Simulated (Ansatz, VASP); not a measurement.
## W in VASP and in Ansatz

```xyz
3
Lattice="2.8272 0.0000 0.0000 -1.4136 2.4484 0.0000 0.0000 0.0000 21.6500" Properties=species:S:1:pos:R:3 pbc="T T T"
W     1.4136    0.8161    4.0000
W     0.0000    1.6323    6.3250
W     0.0000    0.0000    8.6500
```

Alike in both runs: task single point; functional PBEsol; k mesh 12 × 12 × 1; occupations gaussian, width 0.1 eV; no spin polarisation.

```csv
,VASP,Ansatz
version,VASP 6.6.1,Ansatz 0.2.0
potentials or method,"VASP PAW PBE potentials, release 64 (W_sv), cutoff 400 eV","scalar-relativistic, plane waves, PAW"
valence electrons in the cell,42,42
```

Ansatz gave:

```
gap on the k mesh at the Fermi level (eV) : none
rms of the force components (eV/Å)        : 0.002
```

**Question.** Estimate VASP's values.

**Answer.** gap on the k mesh at the Fermi level (eV): none; rms of the force components (eV/Å): 0.011.

VASP's potentials were made for PBE, not for PBEsol, and Ansatz warns of the same on its side. Atom by atom the forces differ by 0.013 eV/Å (rms over components). A gap of «none» marks a metal or a gap that the smearing closes.

Spin-orbit coupling is off throughout.
